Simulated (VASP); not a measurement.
Here is a VASP 6.6.1 calculation.

INCAR

```
PREC = Accurate ; ENCUT = 520
EDIFF = 1E-7 ; ISMEAR = -1
SIGMA = 0.05 ; LREAL = F
LASPH = T ; NELM = 100
ALGO = Normal ; ISIF = 2
LWAVE = F ; LCHARG = F
GGA = PE ; NBANDS = 35
```

The input KPOINTS:

```
Automatic mesh
0
Gamma
  9 9 9
```

File POSCAR:

```
CdGe3
1.0
   -2.0714954790      2.0714954790      4.5616660609
    2.0714954790     -2.0714954790      4.5616660609
    2.0714954790      2.0714954790     -4.5616660609
Cd Ge
1 3
Direct
    0.0000000000      0.0000000000      0.0000000000
    0.5000000000      0.5000000000      0.0000000000
    0.2500000000      0.7500000000      0.5000000000
    0.7500000000      0.2500000000      0.5000000000
```

Potentials or basis: VASP PAW PBE potentials, release 64 (Cd, Ge_d).

The run is started by

```console
$ cat potpaw_PBE.64/Cd/POTCAR potpaw_PBE.64/Ge_d/POTCAR > POTCAR
$ mpirun -np 1 vasp_std > vasp.out
```

(1) Predict the pressure.

(2) Estimate the band gap on the k mesh.

Results:

(1) 3.6 GPa.

(2) zero (band 27 reaches 7.84 eV, above the bottom of band 28 at 3.84 eV).
